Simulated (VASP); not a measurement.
# KI (Fm-3m) in VASP: single point with PBEsol

Aim: the single point of KI with PBEsol.

Program: VASP 6.6.1. These are calculated values, not measurements. Logs are shortened: lines on timing, memory, paths and dates and some standing lists are left out, and cuts for length are marked.

## 1. The cell of the first run

It takes space group Fm-3m (No. 225, cubic). The conventional cell has a = 7.066 Å, b = 7.066 Å, c = 7.066 Å, α = 90.00°, β = 90.00°, γ = 90.00°. Within 4.6 Å of K (site symmetry m-3m) lie 6 I at 3.53 Å. I (site symmetry m-3m) has 6 K at 3.53 Å within 4.6 Å.

## 2. Single point, PBEsol, non-collinear spin, zero start, spin-orbit coupling

The input, INCAR:

```
PREC = Accurate
ENCUT = 500
EDIFF = 1E-6
ISMEAR = 0
SIGMA = 0.01
LREAL = F
LASPH = T
NELM = 200
ALGO = Normal
ISIF = 2
LWAVE = F
LCHARG = F
MAGMOM = 0 0 0 0 0 0
LORBIT = 11
LSORBIT = T
GGA_COMPAT = F
LORBMOM = T
GGA = PS
NBANDS = 28
```

The input, KPOINTS:

```
regular mesh
0
Gamma
  4 4 4
```

The input, POSCAR:

```
KI
1.0
    0.0000000000      3.5327750000      3.5327750000
    3.5327750000      0.0000000000      3.5327750000
    3.5327750000      3.5327750000      0.0000000000
K I
1 1
Direct
    0.0000000000      0.0000000000      0.0000000000
    0.5000000000      0.5000000000      0.5000000000
```

Potentials or basis: VASP PAW PBE potentials, release 64 (K_sv, I).

Command:

```sh
> cat potpaw_PBE.64/K_sv/POTCAR potpaw_PBE.64/I/POTCAR > POTCAR
> mpirun -np 1 vasp_ncl > vasp.out
```

OUTCAR:

```text
PREC = Accurate
   ENCUT = 500
   EDIFF = 1E-6
   ISMEAR = 0
   LREAL = F
   LASPH = T
   NELM = 200
   ISIF = 2
   LORBIT = 11
   LSORBIT = T
   GGA = PS

 ion  position               nearest neighbor table
   1  0.000  0.000  0.000-   2 3.53   2 3.53   2 3.53   2 3.53   2 3.53   2 3.53
   2  0.500  0.500  0.500-   1 3.53   1 3.53   1 3.53   1 3.53   1 3.53   1 3.53

  LATTYP: Found a face centered cubic cell.
 ALAT       =     7.0655500000

  Lattice vectors:

 A1 = (   0.0000000000,   3.5327750000,   3.5327750000)
 A2 = (   3.5327750000,   0.0000000000,   3.5327750000)
 A3 = (   3.5327750000,   3.5327750000,   0.0000000000)

Analysis of symmetry for initial positions (statically):
=====================================================================
 Subroutine PRICEL returns:
 Original cell was already a primitive cell.

 Routine SETGRP: Setting up the symmetry group for a
 face centered cubic supercell.

 Subroutine GETGRP returns: Found 48 space group operations
 (whereof 48 operations were pure point group operations)
 out of a pool of 48 trial point group operations.

The static configuration has the point symmetry O_h .

Analysis of symmetry for dynamics (positions and initial velocities):
=====================================================================
 Subroutine PRICEL returns:
 Original cell was already a primitive cell.

 Routine SETGRP: Setting up the symmetry group for a
 face centered cubic supercell.

 Subroutine GETGRP returns: Found 48 space group operations
 (whereof 48 operations were pure point group operations)
 out of a pool of 48 trial point group operations.

The dynamic configuration has the point symmetry O_h .

Analysis of structural, dynamic, and magnetic symmetry:
=====================================================================
 Subroutine PRICEL returns:
 Original cell was already a primitive cell.

 Routine SETGRP: Setting up the symmetry group for a
 face centered cubic supercell.

 Subroutine GETGRP returns: Found 48 space group operations
 (whereof 48 operations were pure point group operations)
 out of a pool of 48 trial point group operations.

The overall configuration has the point symmetry O_h .

 Subroutine INISYM returns: Found 48 space group operations
 (whereof 48 operations are pure point group operations),
 and found     1 'primitive' translations

----------------------------------------------------------------------------------------

                                     Primitive cell

  volume of cell :      88.1816

  direct lattice vectors                    reciprocal lattice vectors
     0.000000000  3.532775000  3.532775000    -0.141531799  0.141531799  0.141531799
     3.532775000  0.000000000  3.532775000     0.141531799 -0.141531799  0.141531799
     3.532775000  3.532775000  0.000000000     0.141531799  0.141531799 -0.141531799

  length of vectors
     4.996098318  4.996098318  4.996098318     0.245140266  0.245140266  0.245140266

  position of ions in fractional coordinates (direct lattice)
     0.000000000  0.000000000  0.000000000
     0.500000000  0.500000000  0.500000000

  ion indices of the primitive-cell ions
   primitive index   ion index
                 1           1
                 2           2

----------------------------------------------------------------------------------------

 KPOINTS: regular mesh

Automatic generation of k-mesh.
 Grid dimensions read from file:
 generate k-points for:    4    4    4

 Generating k-lattice:

  Cartesian coordinates                     Fractional coordinates (reciprocal lattice)
    -0.035382950  0.035382950  0.035382950     0.250000000  0.000000000  0.000000000
     0.035382950 -0.035382950  0.035382950     0.000000000  0.250000000  0.000000000
[... 79 lines left out ...]

 number of electron      16.0000000 magnetization       0.0000000     -0.0000000     -0.0000000

 number of electron      16.0000000 magnetization       0.0000000      0.0000000     -0.0000000

 Free energy of the ion-electron system (eV)
  ---------------------------------------------------
  ext. energy  EPLUGINS =         0.00000000
  ---------------------------------------------------
  free energy    TOTEN  =        -5.94130932 eV

  energy without entropy =       -5.94130932  energy(sigma->0) =       -5.94130932

 E-fermi :  -0.0666     XC(G=0):  -7.3441

 val. band max:       -0.1924095022   @ k =   0.0000   0.0000   0.0000
 cond. band min:       3.3027547677   @ k =   0.0000   0.0000   0.0000
 fundamental gap:      3.4951642699
 Fermi energy:        -0.0666432717

 k-point     1 :       0.0000    0.0000    0.0000
  band No.  band energies     occupation
      1     -28.8330      1.00000
      2     -28.8330      1.00000
      3     -12.5623      1.00000
      4     -12.5623      1.00000
      5     -12.2981      1.00000
      6     -12.2981      1.00000
[... 237 lines left out ...]
     27       9.1381      0.00000
     28       9.1382      0.00000

------------------------ aborting loop because EDIFF is reached ----------------------------------------

  FORCE on cell =-STRESS in cart. coord.  units (eV):
  Direction    XX          YY          ZZ          XY          YZ          ZX
  --------------------------------------------------------------------------------------
  -------------------------------------------------------------------------------------
  Total       -0.1265215     -0.1265215     -0.1265215      0.0000000      0.0000000      0.0000000
  in kB       -2.2987783     -2.2987783     -2.2987783      0.0000000      0.0000000      0.0000000
  external PRESSURE =      -2.2987783 kB  Pullay stress =       0.0000000 kB

 VOLUME and BASIS-vectors are now :
 -----------------------------------------------------------------------------
  energy-cutoff  :      500.00
  volume of cell :       88.18
      direct lattice vectors                 reciprocal lattice vectors
     0.000000000  3.532775000  3.532775000    -0.141531799  0.141531799  0.141531799
     3.532775000  0.000000000  3.532775000     0.141531799 -0.141531799  0.141531799
     3.532775000  3.532775000  0.000000000     0.141531799  0.141531799 -0.141531799

 POSITION                                       TOTAL-FORCE (eV/Angst)
 -----------------------------------------------------------------------------------
      0.00000      0.00000      0.00000         0.000000      0.000000      0.000000
      3.53277      3.53277      3.53277         0.000000      0.000000     -0.000000
 -----------------------------------------------------------------------------------
    total drift:                                0.000000      0.000000      0.000000

  FREE ENERGIE OF THE ION-ELECTRON SYSTEM (eV)
  ---------------------------------------------------
  free  energy   TOTEN  =        -5.9413093169 eV

  energy  without entropy=       -5.9413093169  energy(sigma->0) =       -5.94130932

 orbital moment (x)

 # of ion     p       d       tot
 ----------------------------------------
  1         0.000   0.000   0.000
  2         0.000   0.000   0.000
 ----------------------------------------
            0.000   0.000   0.000

 orbital moment (y)

 # of ion     p       d       tot
 ----------------------------------------
  1         0.000   0.000   0.000
  2         0.000  -0.000  -0.000
 ----------------------------------------
            0.000   0.000   0.000

 orbital moment (z)

 # of ion     p       d       tot
 ----------------------------------------
  1         0.000   0.000   0.000
  2         0.000   0.000   0.000
 ----------------------------------------
            0.000   0.000   0.000

 Spin-Orbit-Coupling matrix elements

 Ion:    1  E_soc:     -0.0082656
 l=   1
     0.0000000    -0.0013755    -0.0013755
    -0.0013755     0.0000000    -0.0013755
    -0.0013755    -0.0013755     0.0000000
 l=   2
     0.0000000     0.0000002     0.0000000     0.0000002    -0.0000024
     0.0000002     0.0000000    -0.0000018     0.0000002    -0.0000006
     0.0000000    -0.0000018     0.0000000    -0.0000018     0.0000000
     0.0000002     0.0000002    -0.0000018     0.0000000    -0.0000006
    -0.0000024    -0.0000006     0.0000000    -0.0000006     0.0000000
 l=   3
     0.0000000     0.0000000     0.0000000     0.0000000     0.0000000     0.0000000     0.0000000
     0.0000000     0.0000000     0.0000000     0.0000000     0.0000000     0.0000000     0.0000000
     0.0000000     0.0000000     0.0000000     0.0000000     0.0000000     0.0000000     0.0000000
     0.0000000     0.0000000     0.0000000     0.0000000     0.0000000     0.0000000     0.0000000
     0.0000000     0.0000000     0.0000000     0.0000000     0.0000000     0.0000000     0.0000000
     0.0000000     0.0000000     0.0000000     0.0000000     0.0000000     0.0000000     0.0000000
     0.0000000     0.0000000     0.0000000     0.0000000     0.0000000     0.0000000     0.0000000

 Ion:    2  E_soc:     -0.2496098
 l=   1
     0.0000000    -0.0415982    -0.0415982
    -0.0415982     0.0000000    -0.0415982
    -0.0415982    -0.0415982     0.0000000
 l=   2
     0.0000000    -0.0000010     0.0000000    -0.0000010    -0.0000025
    -0.0000010     0.0000000    -0.0000019    -0.0000010    -0.0000006
     0.0000000    -0.0000019     0.0000000    -0.0000019     0.0000000
    -0.0000010    -0.0000010    -0.0000019     0.0000000    -0.0000006
    -0.0000025    -0.0000006     0.0000000    -0.0000006     0.0000000
 l=   3
     0.0000000     0.0000000     0.0000000     0.0000000     0.0000000     0.0000000     0.0000000
     0.0000000     0.0000000     0.0000000     0.0000000     0.0000000     0.0000000     0.0000000
     0.0000000     0.0000000     0.0000000     0.0000000     0.0000000     0.0000000     0.0000000
     0.0000000     0.0000000     0.0000000     0.0000000     0.0000000     0.0000000     0.0000000
     0.0000000     0.0000000     0.0000000     0.0000000     0.0000000     0.0000000     0.0000000
     0.0000000     0.0000000     0.0000000     0.0000000     0.0000000     0.0000000     0.0000000
     0.0000000     0.0000000     0.0000000     0.0000000     0.0000000     0.0000000     0.0000000

 total charge

# of ion       s       p       d       tot
------------------------------------------
    1        1.956   5.565   0.023   7.545
    2        1.491   2.840   0.001   4.332
--------------------------------------------------
tot          3.448   8.405   0.024  11.876

 magnetization (x)

# of ion       s       p       d       tot
------------------------------------------
    1       -0.000  -0.000   0.000  -0.000
    2        0.000   0.000  -0.000   0.000
--------------------------------------------------
tot         -0.000  -0.000   0.000  -0.000

 magnetization (y)

# of ion       s       p       d       tot
------------------------------------------
    1        0.000  -0.000   0.000   0.000
    2       -0.000  -0.000   0.000  -0.000
--------------------------------------------------
tot          0.000  -0.000   0.000   0.000

 magnetization (z)

# of ion       s       p       d       tot
------------------------------------------
    1        0.000   0.000   0.000   0.000
    2        0.000   0.000  -0.000   0.000
--------------------------------------------------
tot          0.000   0.000   0.000   0.000
```

Run time: 56 s. Hardware: 1 thread of Intel Xeon Platinum 8488C (Sapphire Rapids), shared host; peak memory 0.38 GiB.

What came out:

```
Free energy                                           : -5.9413 eV
Pressure                                              : -0.2 GPa
Net moment                                            : 0.00 μB per cell
Valence electrons inside the program's atomic spheres : K 7.54; I 4.33
```

Moments on the atoms (μB; x, y, z):
```
K   0.00 0.00 0.00
I   0.00 0.00 0.00
```

Caveat: the k points lie up to 0.39 Å⁻¹ apart; the PAW data sets were made with another functional, which shifts forces and pressure a little.
